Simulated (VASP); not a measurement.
The system is CdTe.

```xyz
4
Lattice="4.3150 0.0000 0.0000 -2.1575 3.7369 0.0000 0.0000 0.0000 7.0705" Properties=species:S:1:pos:R:3 pbc="T T T"
Cd    0.0000    0.0000    0.0000
Cd    0.0000    0.0000    3.5353
Te    0.0000    2.4913    1.7676
Te    2.1575    1.2456    5.3029
```

Base run:

| Item | Value |
| --- | --- |
| Program | VASP 6.6.1 |
| Functional | PBE |
| Potentials or basis | VASP PAW PBE potentials, release 64 (Cd, Te) |
| Cutoff | 520 eV |
| k mesh | 6 × 6 × 4 |
| Occupations | fermi-dirac, width 0.02 eV |
| Spin | no spin polarisation |

Its results: band gap on the k mesh zero (bands 18 and 19 overlap by 0.96 eV); pressure 1.3 GPa.

**Question.** The run is repeated on the same cell with these changes: functional from PBE to HSE06; k mesh from 6 × 6 × 4 to 6 × 6 × 2. What comes out?

**Answer.** Band gap on the k mesh zero (bands 18 and 19 overlap by 0.38 eV); pressure -0.3 GPa.

Several settings changed at once.

Caveats: some runs use coarse meshes; spin-orbit coupling is left out, which moves the levels of the heavy elements; the PAW data sets were made with another functional, which shifts forces and pressure a little (at least some runs).
